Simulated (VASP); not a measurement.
A run of VASP 6.6.1 is set up as follows.

INCAR

```
SYSTEM = ScRhC6N6
PREC = Accurate
ENCUT = 600
EDIFF = 1E-6
ISMEAR = 0
SIGMA = 0.02
LREAL = .False.
LASPH = .True.
NELM = 100
ALGO = Normal
ISIF = 3
LWAVE = .False.
LCHARG = .False.
GGA = PE
IBRION = 2
NSW = 100
EDIFFG = -0.01
```

File KPOINTS:

```
regular mesh
0
Gamma
  4 4 4
  0 0 0
```

Contents of POSCAR:

```
ScRhC6N6
1.0
    0.0000000000      5.3631836339      5.3631836339
    5.3631836339      0.0000000000      5.3631836339
    5.3631836339      5.3631836339      0.0000000000
Sc Rh C N
1 1 6 6
Direct
    0.5000000000      0.5000000000      0.5000000000
    0.0000000000      0.0000000000      0.0000000000
    0.8132588458      0.1867411542      0.1867411542
    0.1867411542      0.8132588458      0.1867411542
    0.1867411542      0.1867411542      0.8132588458
    0.1867411542      0.8132588458      0.8132588458
    0.8132588458      0.1867411542      0.8132588458
    0.8132588458      0.8132588458      0.1867411542
    0.7045734871      0.2954265129      0.2954265129
    0.2954265129      0.7045734871      0.2954265129
    0.2954265129      0.2954265129      0.7045734871
    0.2954265129      0.7045734871      0.7045734871
    0.7045734871      0.2954265129      0.7045734871
    0.7045734871      0.7045734871      0.2954265129
```

Potentials or basis: VASP PAW PBE potentials, release 64 (Sc_sv, Rh_pv, C, N).

Command:

```console
$ cat potpaw_PBE.64/Sc_sv/POTCAR potpaw_PBE.64/Rh_pv/POTCAR potpaw_PBE.64/C/POTCAR potpaw_PBE.64/N/POTCAR > POTCAR
$ mpirun -np 1 vasp_std > vasp.out
```

Task: Predict the relaxed cell.

Result: a = 7.587 Å, b = 7.587 Å, c = 7.587 Å, α = 60.00°, β = 60.00°, γ = 60.00°.

Task: Predict the relaxed volume.

Result: 22.06 Å³/atom.

Task: What does it give for the space group after relaxing (to 0.1 Å)?

Result: Fm-3m (No. 225).

Task: What does it give for the band gap on the k mesh?

Result: 3.92 eV (least direct gap 4.08 eV).

Step by step:
| step | energy change (eV) | largest force (eV/Å) | pressure (GPa) | volume (Å³) |
| --- | --- | --- | --- | --- |
| 1 | 0.0000 | 0.3973 | 0.38 | 308.53 |
| 2 | 0.4050 | 3.7819 | -3.76 | 310.85 |
| 3 | -0.0034 | 0.0320 | -0.01 | 308.72 |
| 4 | -0.0034 | 0.0241 | 0.01 | 308.71 |
| 5 | -0.0034 | 0.0260 | 0.01 | 308.71 |
| 6 | -0.0036 | 0.0141 | 0.01 | 308.75 |
| 7 | -0.0036 | 0.0043 | 0.02 | 308.78 |

A k mesh can miss the band edges.
